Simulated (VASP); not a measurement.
**MgS: single point with PBE**

The system is MgS.

```
CELL_PARAMETERS angstrom
6.61503 0.00000 0.00000
0.00000 6.61503 0.00000
0.00000 0.00000 6.61503
ATOMIC_POSITIONS crystal
Mg 0.85300 0.64700 0.35300
Mg 0.14700 0.35300 0.64700
Mg 0.35300 0.64700 0.14700
Mg 0.85300 0.85300 0.85300
Mg 0.64700 0.14700 0.35300
Mg 0.64700 0.35300 0.85300
Mg 0.14700 0.14700 0.14700
Mg 0.35300 0.85300 0.64700
S 0.14700 0.85300 0.35300
S 0.64700 0.64700 0.64700
S 0.85300 0.35300 0.14700
S 0.35300 0.14700 0.85300
S 0.64700 0.85300 0.14700
S 0.85300 0.14700 0.64700
S 0.35300 0.35300 0.35300
S 0.14700 0.64700 0.85300
```

| Quantity | Value |
| --- | --- |
| Program | VASP 6.6.1 |
| Task | single point |
| Functional | PBE |
| Potentials or basis | VASP PAW PBE potentials, release 64 (Mg, S) |
| Cutoff | 520 eV |
| k mesh | 4 × 4 × 4 |
| Occupations | gaussian, width 0.1 eV |
| Spin | no spin polarisation |
| Dipole correction | no |
| Further INCAR settings | LREAL = Auto; ALGO = Normal; EDIFF = 1e-06; NBANDS = 46 |

```yaml
Pressure: 12.2 GPa
Largest_force: 0.147 eV/Å
Band_gap_on_the_k_mesh: 2.91 eV, direct
```

Forces on the atoms (eV/Å):
```
Mg  -0.085  0.085 -0.085
Mg   0.085 -0.085  0.085
Mg  -0.085  0.085  0.085
Mg  -0.085 -0.085 -0.085
Mg   0.085  0.085 -0.085
Mg   0.085 -0.085 -0.085
Mg   0.085  0.085  0.085
Mg  -0.085 -0.085  0.085
S   -0.080  0.080  0.080
S   -0.080 -0.080 -0.080
S    0.080  0.080 -0.080
S    0.080 -0.080  0.080
S   -0.080  0.080 -0.080
S    0.080 -0.080 -0.080
S    0.080  0.080  0.080
S   -0.080 -0.080  0.080
```

Levels at points of the mesh, in eV from the valence-band top:
| k point | band 30 | band 31 | band 32 | band 33 | band 34 | band 35 |
| --- | --- | --- | --- | --- | --- | --- |
| (0.00, 0.00, 0.00) | 0.00 | 0.00 | 0.00 | 2.91 | 4.74 | 4.74 |
| (0.50, 0.00, 0.00) | -0.45 | -0.18 | -0.18 | 3.83 | 3.83 | 4.09 |
| (0.50, 0.50, 0.00) | -0.47 | -0.47 | -0.47 | 4.02 | 4.02 | 4.02 |
| (0.50, 0.50, 0.50) | -0.80 | -0.80 | -0.80 | 4.17 | 4.17 | 4.17 |

Wall time 2.2 min on 1 thread of Intel(R) Xeon(R) Platinum 8559C (Emerald Rapids), with other jobs on the host, peak memory 0.38 GiB.

PBE gaps usually lie below the measured ones, often by a third to a half.
